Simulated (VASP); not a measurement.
# P (P6_3/mmc) in VASP: a series of runs

The runs below take P through single point, with revPBE.

Everything below comes from runs of VASP 6.6.1. Logs are shortened: lines on timing, memory, paths and dates and some standing lists are left out, and cuts for length are marked.

### Step 1. The cell of the first run

Symmetry: P6_3/mmc, No. 194, hexagonal system. Conventional cell: a = 3.163 Å, b = 3.163 Å, c = 3.104 Å, α = 90.00°, β = 90.00°, γ = 120.00°. P (site symmetry -6m2) has 14 P at 2.40 to 3.16 Å within 3.2 Å.

### Step 2. Single point, revPBE (volume scaled by 0.88)

Contents of INCAR:

```
PREC     = Accurate       # precision mode
ENCUT    = 520            # plane-wave cutoff, eV
EDIFF    = 1E-6           # SCF threshold, eV
ISMEAR   = -1             # smearing method
SIGMA    = 0.1            # smearing width, eV
LREAL    = False          # projectors in reciprocal space
LASPH    = True           # aspherical terms in the spheres
NELM     = 60             # most SCF steps
ALGO     = Normal         # electronic algorithm
ISIF     = 2              # what is computed and relaxed
LWAVE    = False          # write WAVECAR
LCHARG   = False          # write CHGCAR
GGA      = RE             # functional
NBANDS   = 12             # bands
```

Contents of KPOINTS:

```
regular mesh
0
Gamma
  12 12 11
```

Contents of POSCAR:

```
P
1.0
    3.1630581122      0.0000000000      0.0000000000
   -1.5815290561      2.7392886788      0.0000000000
    0.0000000000      0.0000000000      3.1041076159
P
2
Direct
    0.3333333333      0.6666666667      0.2500000000
    0.6666666667      0.3333333333      0.7500000000
```

Potentials or basis: VASP PAW PBE potentials, release 64 (P).

Launch:

```
$ cat potpaw_PBE.64/P/POTCAR > POTCAR
$ mpirun -np 1 vasp_std > vasp.out
```

OUTCAR:

```text
PREC = Accurate
   ENCUT = 520
   EDIFF = 1E-6
   ISMEAR = -1
   LREAL = False
   LASPH = True
   NELM = 60
   ISIF = 2
   GGA = RE

 ion  position               nearest neighbor table
   1  0.333  0.667  0.250-   2 2.40   2 2.40   2 2.40   2 2.40   2 2.40   2 2.40
   2  0.667  0.333  0.750-   1 2.40   1 2.40   1 2.40   1 2.40   1 2.40   1 2.40

  LATTYP: Found a hexagonal cell.
 ALAT       =     3.1630581122
 C/A-ratio  =     0.9813628159

  Lattice vectors:

 A1 = (   3.1630581122,   0.0000000000,   0.0000000000)
 A2 = (  -1.5815290561,   2.7392886788,   0.0000000000)
 A3 = (   0.0000000000,   0.0000000000,   3.1041076159)

Analysis of symmetry for initial positions (statically):
=====================================================================
 Subroutine PRICEL returns:
 Original cell was already a primitive cell.

 Routine SETGRP: Setting up the symmetry group for a
 hexagonal supercell.

 Subroutine GETGRP returns: Found 24 space group operations
 (whereof 12 operations were pure point group operations)
 out of a pool of 24 trial point group operations.

The static configuration has the point symmetry D_3d.
 The point group associated with its full space group is D_6h.

Analysis of symmetry for dynamics (positions and initial velocities):
=====================================================================
 Subroutine PRICEL returns:
 Original cell was already a primitive cell.

 Routine SETGRP: Setting up the symmetry group for a
 hexagonal supercell.

 Subroutine GETGRP returns: Found 24 space group operations
 (whereof 12 operations were pure point group operations)
 out of a pool of 24 trial point group operations.

The dynamic configuration has the point symmetry D_3d.
 The point group associated with its full space group is D_6h.

 Subroutine INISYM returns: Found 24 space group operations
 (whereof 12 operations are pure point group operations),
 and found     1 'primitive' translations

----------------------------------------------------------------------------------------

                                     Primitive cell

  volume of cell :      26.8956

  direct lattice vectors                    reciprocal lattice vectors
     3.163058112  0.000000000  0.000000000     0.316149740  0.182529138  0.000000000
    -1.581529056  2.739288679  0.000000000     0.000000000  0.365058275  0.000000000
     0.000000000  0.000000000  3.104107616     0.000000000  0.000000000  0.322153779

  length of vectors
     3.163058112  3.163058112  3.104107616     0.365058275  0.365058275  0.322153779

  position of ions in fractional coordinates (direct lattice)
     0.333333333  0.666666667  0.250000000
     0.666666667  0.333333333  0.750000000

  ion indices of the primitive-cell ions
   primitive index   ion index
                 1           1
                 2           2

----------------------------------------------------------------------------------------

 KPOINTS: regular mesh

Automatic generation of k-mesh.
 Grid dimensions read from file:
 generate k-points for:   12   12   11

 Generating k-lattice:

  Cartesian coordinates                     Fractional coordinates (reciprocal lattice)
     0.026345812  0.015210761  0.000000000     0.083333333  0.000000000  0.000000000
     0.000000000  0.030421523  0.000000000     0.000000000  0.083333333  0.000000000
     0.000000000  0.000000000  0.029286707     0.000000000  0.000000000  0.090909091

  Length of vectors
     0.030421523  0.030421523  0.029286707

  Shift w.r.t. Gamma in fractional coordinates (k-lattice)
     0.000000000  0.000000000  0.000000000

 Subroutine IBZKPT returns following result:
 ===========================================

 Found    114 irreducible k-points:

 Following reciprocal coordinates:
            Coordinates               Weight
  0.000000  0.000000  0.000000      1.000000
  0.083333  0.000000  0.000000      6.000000
  0.166667  0.000000  0.000000      6.000000
  0.250000  0.000000  0.000000      6.000000
  0.333333  0.000000  0.000000      6.000000
  0.416667  0.000000  0.000000      6.000000
[... 16 lines left out ...]
  0.250000  0.000000  0.090909     12.000000
  0.333333  0.000000  0.090909     12.000000
 [... further k-points ...]
   k-points           NKPTS =    114   k-points in BZ     NKDIM =    114   number of bands    NBANDS=     12
   number of dos      NEDOS =    301   number of ions     NIONS =      2
   total plane-waves  NPLWV =  13824
   dimension x,y,z NGX =    24 NGY =   24 NGZ =   24
   dimension x,y,z NGXF=    48 NGYF=   48 NGZF=   48
   ions per type =               2
   NGX,Y,Z   is equivalent  to a cutoff of  12.61, 12.61, 12.85 a.u.
   NGXF,Y,Z  is equivalent  to a cutoff of  25.23, 25.23, 25.71 a.u.
 SYSTEM =  unknown system
   PREC   = accura    normal or accurate (medium, high low for compatibility)
   ISTART =      0    job   : 0-new  1-cont  2-samecut
   ICHARG =      2    charge: 1-file 2-atom 10-const
   ISPIN  =      1    spin polarized calculation?
   LNONCOLLINEAR =      F non collinear calculations
   LSORBIT =      F    spin-orbit coupling
   LASPH  =      T    aspherical Exc in radial PAW
   ENCUT  =  520.0 eV  38.22 Ry    6.18 a.u.   5.88  5.88  5.77*2*pi/ulx,y,z
   NELM   =     60;   NELMIN=  2; NELMDL= -5     # of ELM steps
   EDIFF  = 0.1E-05   stopping-criterion for ELM
   LREAL  =      F    real-space projection
   EDIFFG = 0.1E-04   stopping-criterion for IOM
   NSW    =      0    number of steps for IOM
   IBRION =     -1    ionic relax: 0-MD 1-quasi-New 2-CG
   NFREE  =      0    steps in history (QN), initial steepest desc. (CG)
   ISIF   =      2    stress and relaxation
   ISYM   =      2    0-nonsym 1-usesym 2-fastsym
   POTIM  = 0.5000    time-step for ionic-motion
   TEBEG  =    0.0;   TEEND  =   0.0 temperature during run
   PSTRESS=    0.0 pullay stress
   NELECT =      10.0000    total number of electrons
   NUPDOWN=      -1.0000    fix difference up-down
   EMIN   =  10.00;   EMAX   =-10.00  energy-range for DOS
   EFERMI =   0.00;   METHOD = LEGACY
   ISMEAR =    -1;   SIGMA  =   0.10  broadening in eV -4-tet -1-fermi 0-gaus
   EFERMI_NEDOS =   21; number of points for ismear=-14 and -15
   IALGO  =     38    algorithm
   IMIX   =      4    mixing-type and parameters
     AMIX     =   0.40;   BMIX     =  1.00
     AMIX_MAG =   1.60;   BMIX_MAG =  1.00
  volume/ion in A,a.u.               =      13.45        90.75
  Fermi-wavevector in a.u.,A,eV,Ry     =   1.177193  2.224572 18.854720  1.385783
  Thomas-Fermi vector in A             =   2.313544
   LORBIT       =      0    0 simple, 1 ext, 2 COOP (PROOUT), +10 PAW based schemes
   GGA     = RE    functional components
   LHFCALC =     F    Hartree Fock is set to
   AEXX    =    0.0000 exact exchange contribution
   IVDW    =     0    specifies the selected vdW correction
   LEPSILON=     F    determine dielectric tensor
   LRPA    =     F    only Hartree local field effects (RPA)
 non-spin polarized calculation
  energy-cutoff  :      520.00
  volume of cell :       26.90
 maximum number of plane-waves:       737
 NGX is ok and might be reduce to    24
   NGX = 11   NGY = 11   NGZ = 11

 number of electron      10.0000002 magnetization

 Free energy of the ion-electron system (eV)
  ---------------------------------------------------
  ext. energy  EPLUGINS =         0.00000000
  ---------------------------------------------------
  free energy    TOTEN  =        -9.16218337 eV

  energy without entropy =       -9.13855540  energy(sigma->0) =       -9.15036938

 E-fermi :  11.0642     XC(G=0): -11.6535

 val. band max:       11.0076279189   @ k =   0.1667   0.0000   0.3636
 cond. band min:      11.0695229457   @ k =   0.3333   0.0833   0.0909
 fundamental gap:      0.0618950268
 Fermi energy:        11.0642260276

 k-point     1 :       0.0000    0.0000    0.0000
  band No.  band energies     occupation
      1      -6.5443      2.00000
      2       6.5621      2.00000
      3       8.4163      2.00000
      4       9.0557      2.00000
      5       9.0557      2.00000
      6      13.1796      0.00000
      7      13.1796      0.00000
      8      13.3423      0.00000
      9      19.8077      0.00000
     10      20.3622      0.00000
     11      22.7088      0.00000
     12      22.7088      0.00000

 k-point     2 :       0.0833    0.0000    0.0000
  band No.  band energies     occupation
      1      -6.4200      2.00000
      2       6.6726      2.00000
      3       7.3946      2.00000
      4       8.7313      2.00000
      5       9.2188      2.00000
      6      12.8724      0.00000
      7      13.6901      0.00000
      8      14.2778      0.00000
      9      19.2932      0.00000
     10      20.2962      0.00000
     11      22.4480      0.00000
     12      23.5571      0.00000

 k-point     3 :       0.1667    0.0000    0.0000
  band No.  band energies     occupation
      1      -6.0489      2.00000
      2       5.5100      2.00000
      3       7.0015      2.00000
      4       8.0689      2.00000
      5       9.4860      2.00000
      6      12.2285      0.00002
      7      14.8808      0.00000
      8      16.1616      0.00000
      9      17.5350      0.00000
     10      20.3920      0.00000
     11      21.8656      0.00000
     12      23.1321      0.00000
[... 286 lines left out ...]
 k-point    23 :       0.2500    0.0000    0.0909
  band No.  band energies     occupation
      1      -5.3177      2.00000
      2       3.5893      2.00000
      3       6.2321      2.00000
      4       7.5260      2.00000
      5      10.6422      1.97103
      6      12.4420      0.00000
      7      14.7402      0.00000
      8      16.1139      0.00000
      9      18.2346      0.00000
     10      20.1033      0.00000
     11      20.2745      0.00000
     12      23.4459      0.00000

 k-point    24 :       0.3333    0.0000    0.0909
  band No.  band energies     occupation
      1      -4.4894      2.00000
      2       1.7380      2.00000
      3       6.9229      2.00000
      4       7.0167      2.00000
      5      10.2911      1.99912
      6      12.5749      0.00000
      7      13.4894      0.00000
      8      16.9029      0.00000
      9      17.9753      0.00000
     10      20.5276      0.00000
     11      21.3562      0.00000
     12      22.9821      0.00000

 [... further k-points ...]

------------------------ aborting loop because EDIFF is reached ----------------------------------------

  FORCE on cell =-STRESS in cart. coord.  units (eV):
  Direction    XX          YY          ZZ          XY          YZ          ZX
  --------------------------------------------------------------------------------------
  -------------------------------------------------------------------------------------
  Total        2.1863607      2.1863607      2.7869324     -0.0000000     -0.0000000      0.0000000
  in kB      130.2418813    130.2418813    166.0180382     -0.0000000     -0.0000000      0.0000000
  external PRESSURE =     142.1672669 kB  Pullay stress =       0.0000000 kB

 VOLUME and BASIS-vectors are now :
 -----------------------------------------------------------------------------
  energy-cutoff  :      520.00
  volume of cell :       26.90
      direct lattice vectors                 reciprocal lattice vectors
     3.163058112  0.000000000  0.000000000     0.316149740  0.182529138  0.000000000
    -1.581529056  2.739288679  0.000000000     0.000000000  0.365058275  0.000000000
     0.000000000  0.000000000  3.104107616     0.000000000  0.000000000  0.322153779

 POSITION                                       TOTAL-FORCE (eV/Angst)
 -----------------------------------------------------------------------------------
     -0.00000      1.82619      0.77603         0.000000     -0.000000      0.000000
      1.58153      0.91310      2.32808        -0.000000      0.000000      0.000000
 -----------------------------------------------------------------------------------
    total drift:                               -0.000000      0.000000      0.000000

  FREE ENERGIE OF THE ION-ELECTRON SYSTEM (eV)
  ---------------------------------------------------
  free  energy   TOTEN  =        -9.1621833697 eV

  energy  without entropy=       -9.1385553990  energy(sigma->0) =       -9.15036938
```

Wall time 16 s (1 thread of AMD EPYC 7R13 (Zen 3), shared host); peak memory 0.12 GiB.

Results:

| Quantity | Value |
| --- | --- |
| Free energy | -9.1622 eV |
| Pressure | 14.2 GPa |
| Band gap on the k mesh | zero (band 5 reaches 13.38 eV, above the bottom of band 6 at 6.94 eV) |

Caveat: the PAW data sets were made with another functional, which shifts forces and pressure a little.

### Step 3. Single point, revPBE (volume scaled by 0.92)

Contents of INCAR:

```
PREC = Accurate ; ENCUT = 520
EDIFF = 1E-6 ; ISMEAR = -1
SIGMA = 0.1 ; LREAL = F
LASPH = T ; NELM = 80
ALGO = Normal ; ISIF = 2
LWAVE = F ; LCHARG = F
GGA = RE ; NBANDS = 12
```

Contents of KPOINTS:

```
Automatic mesh
0
Gamma
  12 12 11
```

Contents of POSCAR:

```
P
1.0
    3.2102748959      0.0000000000      0.0000000000
   -1.6051374480      2.7801796130      0.0000000000
    0.0000000000      0.0000000000      3.1504444118
P
2
Direct
    0.3333333333      0.6666666667      0.2500000000
    0.6666666667      0.3333333333      0.7500000000
```

Potentials or basis: VASP PAW PBE potentials, release 64 (P).

Launch:

```
$ cat potpaw_PBE.64/P/POTCAR > POTCAR
$ mpirun -np 1 vasp_std > vasp.out
```

Run time: 16 s. Hardware: 1 thread of AMD EPYC 7R13 (Zen 3), shared host; peak memory 0.12 GiB.

Results (log left out):

```
Free energy            : -9.2480 eV
Pressure               : 8.4 GPa
Band gap on the k mesh : zero (band 5 reaches 12.39 eV, above the bottom of band 6 at 6.52 eV)
```

Stress tensor (GPa, compression positive):
```
7.63 0.00 0.00
0.00 7.63 0.00
0.00 0.00 9.99
```

Levels at points of the mesh, in eV from the Fermi level:
```
           k point  band 2  band 3  band 4  band 5  band 6  band 7  band 8  band 9
(0.00, 0.00, 0.00)   -4.31   -2.93   -1.91   -1.91    2.16    2.16    2.44    8.74
(0.50, 0.00, 0.00)  -11.55   -4.37   -1.57   -1.43    1.02    2.93    3.01    7.04
```

Caveat: the PAW data sets were made with another functional, which shifts forces and pressure a little.
